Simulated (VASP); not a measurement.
# GaN in VASP: a series of runs

GaN is run at these levels: PBE; tasks: G0W0 quasiparticle levels.

Everything below comes from runs of VASP 6.6.1. Logs are shortened: lines on timing, memory, paths and dates and some standing lists are left out, and cuts for length are marked.

## Step 1: The cell of the first run

The structure is cubic, space group F-43m (No. 216). The conventional cell has a = 4.498 Å, b = 4.498 Å, c = 4.498 Å, α = 90.00°, β = 90.00°, γ = 90.00°. Ga (site symmetry -43m) has 4 N at 1.95 Å within 2.6 Å. Within 2.6 Å of N (site symmetry -43m) lie 4 Ga at 1.95 Å.

## Step 2: G0W0 quasiparticle levels, PBE

Input file POSCAR:

```
GaN
1.0
    0.0000000000      2.2489526240      2.2489526240
    2.2489526240      0.0000000000      2.2489526240
    2.2489526240      2.2489526240      0.0000000000
Ga N
1 1
Direct
    0.0000000000      0.0000000000      0.0000000000
    0.7500000000      0.7500000000      0.7500000000
```

Input file INCAR.step1:

```
PREC = Accurate ; ENCUT = 500
EDIFF = 1E-8 ; ISMEAR = 0
SIGMA = 0.01 ; LREAL = False
LASPH = True ; NELM = 60
ALGO = Normal ; LWAVE = True
LCHARG = False ; GGA = PE
```

Input file INCAR.step2:

```
PREC = Accurate ; ENCUT = 500
EDIFF = 1E-8 ; ISMEAR = 0
SIGMA = 0.01 ; LREAL = False
LASPH = True ; NELM = 1
ALGO = Exact ; LWAVE = True
LCHARG = False ; GGA = PE
NBANDS = 103 ; LOPTICS = True
ISTART = 1
```

Input file INCAR.step3:

```
PREC = Accurate ; ENCUT = 500
EDIFF = 1E-8 ; ISMEAR = 0
SIGMA = 0.01 ; LREAL = False
LASPH = True ; ALGO = EVGW0
LWAVE = False ; LCHARG = False
GGA = PE ; NELMGW = 1
NBANDS = 103 ; ENCUTGW = 150.0
NOMEGA = 96 ; PRECFOCK = Fast
ISTART = 1 ; NBANDSGW = 17
OMEGAMAX = 20
```

Input file KPOINTS:

```
regular mesh
0
Gamma
  6 6 6
```

Potentials or basis: VASP PAW PBE potentials, release 64 (Ga_d_GW, N_GW).

Started as:

```console
cat potpaw_PBE.64/Ga_d_GW/POTCAR potpaw_PBE.64/N_GW/POTCAR > POTCAR
cp INCAR.step1 INCAR
mpirun -np 1 vasp_std > vasp.out
cp INCAR.step2 INCAR
mpirun -np 1 vasp_std > vasp.out
cp INCAR.step3 INCAR
mpirun -np 1 vasp_std > vasp.out
```

OUTCAR:

```text
PREC = Accurate
   ENCUT = 500
   EDIFF = 1E-8
   ISMEAR = 0
   LREAL = False
   LASPH = True
   GGA = PE
   NELMGW = 1
   ENCUTGW = 150.0
   PRECFOCK = Fast
   ISTART = 1

 ion  position               nearest neighbor table
   1  0.000  0.000  0.000-   2 1.95   2 1.95   2 1.95   2 1.95
   2  0.750  0.750  0.750-   1 1.95   1 1.95   1 1.95   1 1.95

  LATTYP: Found a face centered cubic cell.
 ALAT       =     4.4979052480

  Lattice vectors:

 A1 = (   0.0000000000,   2.2489526240,   2.2489526240)
 A2 = (   2.2489526240,   0.0000000000,   2.2489526240)
 A3 = (   2.2489526240,   2.2489526240,   0.0000000000)

Analysis of symmetry for initial positions (statically):
=====================================================================
 Subroutine PRICEL returns:
 Original cell was already a primitive cell.

 Routine SETGRP: Setting up the symmetry group for a
 face centered cubic supercell.

 Subroutine GETGRP returns: Found 24 space group operations
 (whereof 24 operations were pure point group operations)
 out of a pool of 48 trial point group operations.

The static configuration has the point symmetry T_d .

Analysis of symmetry for dynamics (positions and initial velocities):
=====================================================================
 Subroutine PRICEL returns:
 Original cell was already a primitive cell.

 Routine SETGRP: Setting up the symmetry group for a
 face centered cubic supercell.

 Subroutine GETGRP returns: Found 24 space group operations
 (whereof 24 operations were pure point group operations)
 out of a pool of 48 trial point group operations.

The dynamic configuration has the point symmetry T_d .

 Subroutine INISYM returns: Found 24 space group operations
 (whereof 24 operations are pure point group operations),
 and found     1 'primitive' translations

----------------------------------------------------------------------------------------

                                     Primitive cell

  volume of cell :      22.7495

[... 42 lines left out ...]

 Following reciprocal coordinates:
            Coordinates               Weight
  0.000000  0.000000  0.000000      1.000000
  0.166667  0.000000  0.000000      8.000000
  0.333333  0.000000  0.000000      8.000000
  0.500000  0.000000  0.000000      4.000000
  0.166667  0.166667  0.000000      6.000000
  0.333333  0.166667  0.000000     24.000000
[... 8 lines left out ...]
 -0.333333  0.333333  0.166667     24.000000
 -0.333333  0.500000  0.166667     12.000000
   k-points           NKPTS =     16   k-points in BZ     NKDIM =    216   number of bands    NBANDS=    103
   number of dos      NEDOS =    301   number of ions     NIONS =      2
   total plane-waves  NPLWV =  13824
   dimension x,y,z NGX =    24 NGY =   24 NGZ =   24
   dimension x,y,z NGXF=    48 NGYF=   48 NGZF=   48
   ions per type =               1   1
   NGX,Y,Z   is equivalent  to a cutoff of  12.54, 12.54, 12.54 a.u.
   NGXF,Y,Z  is equivalent  to a cutoff of  25.09, 25.09, 25.09 a.u.
 SYSTEM =  unknown system
   PREC   = accura    normal or accurate (medium, high low for compatibility)
   ISTART =      1    job   : 0-new  1-cont  2-samecut
   ICHARG =      0    charge: 1-file 2-atom 10-const
   ISPIN  =      1    spin polarized calculation?
   LNONCOLLINEAR =      F non collinear calculations
   LSORBIT =      F    spin-orbit coupling
   LASPH  =      T    aspherical Exc in radial PAW
   ENCUT  =  500.0 eV  36.75 Ry    6.06 a.u.   5.80  5.80  5.80*2*pi/ulx,y,z
   NELM   =     60;   NELMIN=  2; NELMDL=  0     # of ELM steps
   EDIFF  = 0.1E-07   stopping-criterion for ELM
   LREAL  =      F    real-space projection
   EDIFFG = 0.1E-06   stopping-criterion for IOM
   NSW    =      0    number of steps for IOM
   IBRION =     -1    ionic relax: 0-MD 1-quasi-New 2-CG
   NFREE  =      0    steps in history (QN), initial steepest desc. (CG)
   ISIF   =      0    stress and relaxation
   ISYM   =      3    0-nonsym 1-usesym 2-fastsym
   POTIM  = 0.5000    time-step for ionic-motion
   TEBEG  =    0.0;   TEEND  =   0.0 temperature during run
   PSTRESS=    0.0 pullay stress
   NELECT =      18.0000    total number of electrons
   NUPDOWN=      -1.0000    fix difference up-down
   EMIN   =  10.00;   EMAX   =-10.00  energy-range for DOS
   EFERMI =   0.00;   METHOD = LEGACY
   ISMEAR =     0;   SIGMA  =   0.01  broadening in eV -4-tet -1-fermi 0-gaus
   EFERMI_NEDOS =   21; number of points for ismear=-14 and -15
   IALGO  =     38    algorithm
   IMIX   =      4    mixing-type and parameters
     AMIX     =   0.40;   BMIX     =  1.00
     AMIX_MAG =   1.60;   BMIX_MAG =  1.00
  volume/ion in A,a.u.               =      11.37        76.76
  Fermi-wavevector in a.u.,A,eV,Ry     =   1.514173  2.861371 31.194328  2.292718
  Thomas-Fermi vector in A             =   2.623866
   LORBIT       =      0    0 simple, 1 ext, 2 COOP (PROOUT), +10 PAW based schemes
   GGA     = PE    functional components
   LHFCALC =     T    Hartree Fock is set to
   PRECFOCK=fast      Normal, Fast or Accurate (Low or Medium for compatibility)
   ENCUT4O =  -1.0   cutoff for four orbital integrals eV
   NKREDX  =     1    reduce k-point grid by
   NKREDY  =     1    reduce k-point grid by
   NKREDZ  =     1    reduce k-point grid by
   AEXX    =    1.0000 exact exchange contribution
   HFSCREEN=    0.0000 screening length (either q_TF or 0.3 A-1)
   HFSCREENC=   0.0000 screening length for correlation (either q_TF or 0.3 A-1)
   ENCUTFOCK=  -1.0 apply spherical cutoff to Coloumb kernel
   IVDW    =     0    specifies the selected vdW correction
   LEPSILON=     F    determine dielectric tensor
   LRPA    =     F    only Hartree local field effects (RPA)
   LRPAFORCE           =     F    calculate RPA forces
   ENCUTGW             = 150.0    cutoff for response function in eV
   ENCUTGWSOFT         = 120.0    soft cutoff for Coulomb kernel in GW response function in eV
   ENCUTLF             =  -1.0    cutoff for local field effects
   NELMGW              =     1    number of iterations in solving QP/BSE equation
   NELMHF              =     1    number of iterations in the inner HF iteration
   NKREDLFX            =     1    NKREDLFY  =   1   NKREDLFZ  =   1
 non-spin polarized calculation
 Gauss-broadening in eV      SIGMA  =   0.01
  energy-cutoff  :      500.00
  volume of cell :       22.75
 maximum number of plane-waves:       589
  NGX = 14; NGY = 14; NGZ = 14
   NGX = 11   NGY = 11   NGZ = 11
 maximum number of plane-waves:       113

 QP shifts <psi_nk| G(iteration)W_0 |psi_nk>: iteration 1
 for sc-GW calculations column KS-energies equals QP-energies in previous step
 and V_xc(KS)=  KS-energies - (<T + V_ion + V_H > + <T+V_H+V_ion>^1  + <V_x>^1)

 k-point   1 :       0.0000    0.0000    0.0000
  band No.  KS-energies  QP-energies   sigma(KS)   V_xc(KS)     V^pw_x(r,r')   Z            occupation Imag(sigma)

      1     -10.8176     -11.8713     -16.4645     -14.8634     -24.6039       0.6581       2.0000       0.9726
      2      -8.3324     -11.2236     -25.4658     -21.4818     -34.7834       0.7257       2.0000       0.1645
      3      -8.3324     -11.2236     -25.4658     -21.4818     -34.7834       0.7257       2.0000       0.1645
      4      -8.3324     -11.2236     -25.4658     -21.4818     -34.7834       0.7257       2.0000       0.1645
      5      -8.0098     -11.0114     -25.8992     -21.8060     -35.1839       0.7333       2.0000       0.1090
      6      -8.0098     -11.0114     -25.8992     -21.8060     -35.1839       0.7333       2.0000       0.1090
[... 311 lines left out ...]
      3      -8.1271     -11.0825     -25.7562     -21.7106     -35.1099       0.7305       2.0000       0.1482
      4      -8.0187     -10.9958     -25.9192     -21.8549     -35.2823       0.7325       2.0000       0.1397
      5      -7.9703     -10.9704     -25.9399     -21.8511     -35.2531       0.7337       2.0000       0.1147
      6      -6.1021      -8.0742     -22.5186     -19.7889     -30.7681       0.7224       2.0000       0.3920
[... 9 lines left out ...]
     16      28.2112      29.0565     -11.7212     -12.8017      -4.5395       0.7823       0.0000      -1.0751
     17      29.6287      30.5712     -11.2887     -12.4777      -4.5656       0.7927       0.0000      -0.9178
```

OUTCAR.step1:

```text
PREC = Accurate
   ENCUT = 500
   EDIFF = 1E-8
   ISMEAR = 0
   LREAL = False
[... 466 lines left out ...]
      0.00000      0.00000      0.00000        -0.000000     -0.000000     -0.000000
      3.37343      3.37343      3.37343         0.000000      0.000000      0.000000
 -----------------------------------------------------------------------------------
    total drift:                               -0.000016     -0.000016     -0.000016

  FREE ENERGIE OF THE ION-ELECTRON SYSTEM (eV)
  ---------------------------------------------------
  free  energy   TOTEN  =       -12.1358659850 eV

  energy  without entropy=      -12.1358659850  energy(sigma->0) =      -12.13586598
```

OUTCAR.step2:

```text
PREC = Accurate
   ENCUT = 500
   EDIFF = 1E-8
   ISMEAR = 0
   LREAL = False
[... 928 lines left out ...]
     0.00000     7.07953     7.07953     7.07953    -0.00000    -0.00000     0.00000
     1.87811     2.40017     2.40017     2.40017    -0.00000    -0.00000     0.00000
     3.75621     2.32949     2.32949     2.32949    -0.00000     0.00000     0.00000
     5.63432     5.30143     5.30143     5.30143    -0.00000    -0.00000     0.00000
     7.51242    -2.23005    -2.23005    -2.23005     0.00000     0.00000     0.00000
     9.39053     0.02635     0.02635     0.02635    -0.00000    -0.00000    -0.00000
[... 92 lines left out ...]
   184.05438     0.97291     0.97291     0.97291     0.00000     0.00000    -0.00000
   185.93248     0.97357     0.97357     0.97357     0.00000     0.00000    -0.00000
```

It took 3.4 min on 1 thread of Intel Xeon 6975P-C (Granite Rapids), shared host; peak memory 0.48 GiB.

What came out:

```
Quasiparticle gap                                   : 2.90 eV
Least direct quasiparticle gap                      : 2.90 eV
Band gap of the starting levels on the mesh         : 1.77 eV
Least direct gap of the starting levels on the mesh : 1.77 eV
```

Caveat: the k points lie up to 0.40 Å⁻¹ apart; the cutoff is under 1.25 times the usual one of these potentials, so pressure, stress and relaxed cells hold a basis-set (Pulay) error; bands, screening cutoff and mesh are small and nothing is extrapolated, so the quasiparticle values aren't converged.

## Step 3: G0W0 quasiparticle levels, PBE

This run uses another cell than the first one, of 11.28 Å³/atom.

Input file POSCAR:

```
GaN
1.0
    0.0000000000      2.2489526240      2.2489526240
    2.2296116314      0.0000000000      2.2489526240
    2.2296116314      2.2489526240      0.0000000000
Ga N
1 1
Direct
    0.0000000000      0.0000000000      0.0000000000
    0.7500000000      0.7500000000      0.7500000000
```

Input file INCAR.step1:

```
ALGO = Normal ; EDIFF = 1E-8
ENCUT = 500 ; GGA = PE
ISMEAR = 0 ; LASPH = True
LCHARG = False ; LREAL = False
LWAVE = True ; NELM = 80
PREC = Accurate ; SIGMA = 0.01
```

Input file INCAR.step2:

```
ALGO = Exact ; EDIFF = 1E-8
ENCUT = 500 ; GGA = PE
ISMEAR = 0 ; ISTART = 1
LASPH = True ; LCHARG = False
LOPTICS = True ; LREAL = False
LWAVE = True ; NBANDS = 103
NELM = 1 ; PREC = Accurate
SIGMA = 0.01
```

Input file INCAR.step3:

```
ALGO = EVGW0 ; EDIFF = 1E-8
ENCUT = 500 ; ENCUTGW = 150.0
GGA = PE ; ISMEAR = 0
ISTART = 1 ; LASPH = True
LCHARG = False ; LREAL = False
LWAVE = False ; NBANDS = 103
NBANDSGW = 17 ; NELMGW = 1
NOMEGA = 96 ; OMEGAMAX = 20
PREC = Accurate ; PRECFOCK = Fast
SIGMA = 0.01
```

Input file KPOINTS:

```
k-points
0
Gamma
  6 6 6
```

Potentials or basis: VASP PAW PBE potentials, release 64 (Ga_d_GW, N_GW).

Started as:

```console
cat potpaw_PBE.64/Ga_d_GW/POTCAR potpaw_PBE.64/N_GW/POTCAR > POTCAR
cp INCAR.step1 INCAR
mpirun -np 1 vasp_std > vasp.out
cp INCAR.step2 INCAR
mpirun -np 1 vasp_std > vasp.out
cp INCAR.step3 INCAR
mpirun -np 1 vasp_std > vasp.out
```

OUTCAR:

```text
EDIFF = 1E-8
   ENCUT = 500
   ENCUTGW = 150.0
   GGA = PE
   ISMEAR = 0
   ISTART = 1
   LASPH = True
   LREAL = False
   NELMGW = 1
   PREC = Accurate
   PRECFOCK = Fast

 ion  position               nearest neighbor table
   1  0.000  0.000  0.000-   2 1.94   2 1.94   2 1.94   2 1.94
   2  0.750  0.750  0.750-   1 1.94   1 1.94   1 1.94   1 1.94

  LATTYP: Found a body centered tetragonal cell.
 ALAT       =     3.1804993020
 C/A-ratio  =     1.4020513257

  Lattice vectors:

 A1 = (  -2.2296116314,   0.0000000000,  -2.2489526240)
 A2 = (  -2.2296116314,   0.0000000000,   2.2489526240)
 A3 = (   2.2296116314,   2.2489526240,   0.0000000000)

Analysis of symmetry for initial positions (statically):
=====================================================================
 Subroutine PRICEL returns:
 Original cell was already a primitive cell.

 Routine SETGRP: Setting up the symmetry group for a
 body centered tetragonal supercell.

 Subroutine GETGRP returns: Found  8 space group operations
 (whereof  8 operations were pure point group operations)
 out of a pool of 16 trial point group operations.

The static configuration has the point symmetry D_2d.

Analysis of symmetry for dynamics (positions and initial velocities):
=====================================================================
 Subroutine PRICEL returns:
 Original cell was already a primitive cell.

 Routine SETGRP: Setting up the symmetry group for a
 body centered tetragonal supercell.

 Subroutine GETGRP returns: Found  8 space group operations
 (whereof  8 operations were pure point group operations)
 out of a pool of 16 trial point group operations.

The dynamic configuration has the point symmetry D_2d.
[... 92 lines left out ...]
   ICHARG =      0    charge: 1-file 2-atom 10-const
   ISPIN  =      1    spin polarized calculation?
   LNONCOLLINEAR =      F non collinear calculations
   LSORBIT =      F    spin-orbit coupling
   LASPH  =      T    aspherical Exc in radial PAW
   ENCUT  =  500.0 eV  36.75 Ry    6.06 a.u.   5.80  5.77  5.77*2*pi/ulx,y,z
   NELM   =     60;   NELMIN=  2; NELMDL=  0     # of ELM steps
   EDIFF  = 0.1E-07   stopping-criterion for ELM
   LREAL  =      F    real-space projection
   EDIFFG = 0.1E-06   stopping-criterion for IOM
   NSW    =      0    number of steps for IOM
   IBRION =     -1    ionic relax: 0-MD 1-quasi-New 2-CG
   NFREE  =      0    steps in history (QN), initial steepest desc. (CG)
   ISIF   =      0    stress and relaxation
   ISYM   =      3    0-nonsym 1-usesym 2-fastsym
   POTIM  = 0.5000    time-step for ionic-motion
   TEBEG  =    0.0;   TEEND  =   0.0 temperature during run
   PSTRESS=    0.0 pullay stress
   NELECT =      18.0000    total number of electrons
   NUPDOWN=      -1.0000    fix difference up-down
   EMIN   =  10.00;   EMAX   =-10.00  energy-range for DOS
   EFERMI =   0.00;   METHOD = LEGACY
   ISMEAR =     0;   SIGMA  =   0.01  broadening in eV -4-tet -1-fermi 0-gaus
   EFERMI_NEDOS =   21; number of points for ismear=-14 and -15
   IALGO  =     38    algorithm
   IMIX   =      4    mixing-type and parameters
     AMIX     =   0.40;   BMIX     =  1.00
     AMIX_MAG =   1.60;   BMIX_MAG =  1.00
  volume/ion in A,a.u.               =      11.28        76.10
  Fermi-wavevector in a.u.,A,eV,Ry     =   1.518538  2.869621 31.374467  2.305958
  Thomas-Fermi vector in A             =   2.627645
   LORBIT       =      0    0 simple, 1 ext, 2 COOP (PROOUT), +10 PAW based schemes
   GGA     = PE    functional components
   LHFCALC =     T    Hartree Fock is set to
   PRECFOCK=fast      Normal, Fast or Accurate (Low or Medium for compatibility)
   ENCUT4O =  -1.0   cutoff for four orbital integrals eV
   NKREDX  =     1    reduce k-point grid by
   NKREDY  =     1    reduce k-point grid by
   NKREDZ  =     1    reduce k-point grid by
   AEXX    =    1.0000 exact exchange contribution
   HFSCREEN=    0.0000 screening length (either q_TF or 0.3 A-1)
   HFSCREENC=   0.0000 screening length for correlation (either q_TF or 0.3 A-1)
   ENCUTFOCK=  -1.0 apply spherical cutoff to Coloumb kernel
   IVDW    =     0    specifies the selected vdW correction
   LEPSILON=     F    determine dielectric tensor
   LRPA    =     F    only Hartree local field effects (RPA)
   LRPAFORCE           =     F    calculate RPA forces
   ENCUTGW             = 150.0    cutoff for response function in eV
   ENCUTGWSOFT         = 120.0    soft cutoff for Coulomb kernel in GW response function in eV
   ENCUTLF             =  -1.0    cutoff for local field effects
   NELMGW              =     1    number of iterations in solving QP/BSE equation
   NELMHF              =     1    number of iterations in the inner HF iteration
   NKREDLFX            =     1    NKREDLFY  =   1   NKREDLFZ  =   1
 non-spin polarized calculation
 Gauss-broadening in eV      SIGMA  =   0.01
  energy-cutoff  :      500.00
  volume of cell :       22.55
 maximum number of plane-waves:       588
  NGX = 14; NGY = 14; NGZ = 14
   NGX = 11   NGY = 11   NGZ = 11
 maximum number of plane-waves:       105
 NGX is ok and might be reduce to    14

 QP shifts <psi_nk| G(iteration)W_0 |psi_nk>: iteration 1
 for sc-GW calculations column KS-energies equals QP-energies in previous step
 and V_xc(KS)=  KS-energies - (<T + V_ion + V_H > + <T+V_H+V_ion>^1  + <V_x>^1)

 k-point   1 :       0.0000    0.0000    0.0000
  band No.  KS-energies  QP-energies   sigma(KS)   V_xc(KS)     V^pw_x(r,r')   Z            occupation Imag(sigma)

      1     -10.7990     -11.8725     -16.4972     -14.8722     -24.6293       0.6606       2.0000       0.9751
      2      -8.2511     -11.1509     -25.4593     -21.4725     -34.7680       0.7274       2.0000       0.1633
      3      -8.2511     -11.1509     -25.4593     -21.4725     -34.7680       0.7274       2.0000       0.1633
      4      -8.2418     -11.1413     -25.4674     -21.4803     -34.7809       0.7272       2.0000       0.1637
      5      -7.9166     -10.9283     -25.9041     -21.8055     -35.1827       0.7348       2.0000       0.1079
      6      -7.9166     -10.9283     -25.9041     -21.8055     -35.1827       0.7348       2.0000       0.1079
[... 480 lines left out ...]
      4      -7.9398     -10.9358     -25.8653     -21.7812     -35.1822       0.7336       2.0000       0.1241
      5      -7.8952     -10.8997     -25.9240     -21.8331     -35.2323       0.7344       2.0000       0.1168
      6      -6.1583      -8.2227     -22.7728     -19.9252     -31.1005       0.7250       2.0000       0.3764
[... 9 lines left out ...]
     16      28.1774      28.9130     -10.9060     -11.8449      -3.9252       0.7834       0.0000      -0.9472
     17      29.4491      30.3022     -11.0558     -12.1199      -4.3749       0.8017       0.0000      -0.9099

 [... further k-points ...]
```

Run time: 7.1 min. Hardware: 1 thread of Intel Xeon 6975P-C (Granite Rapids), shared host; peak memory 0.57 GiB.

What came out:

| Item | Value |
| --- | --- |
| Quasiparticle gap | 2.94 eV |
| Least direct quasiparticle gap | 2.94 eV |
| Band gap of the starting levels on the mesh | 1.79 eV |
| Least direct gap of the starting levels on the mesh | 1.79 eV |

Caveat: the k points lie up to 0.40 Å⁻¹ apart; the cutoff is under 1.25 times the usual one of these potentials, so pressure, stress and relaxed cells hold a basis-set (Pulay) error; bands, screening cutoff and mesh are small and nothing is extrapolated, so the quasiparticle values aren't converged.
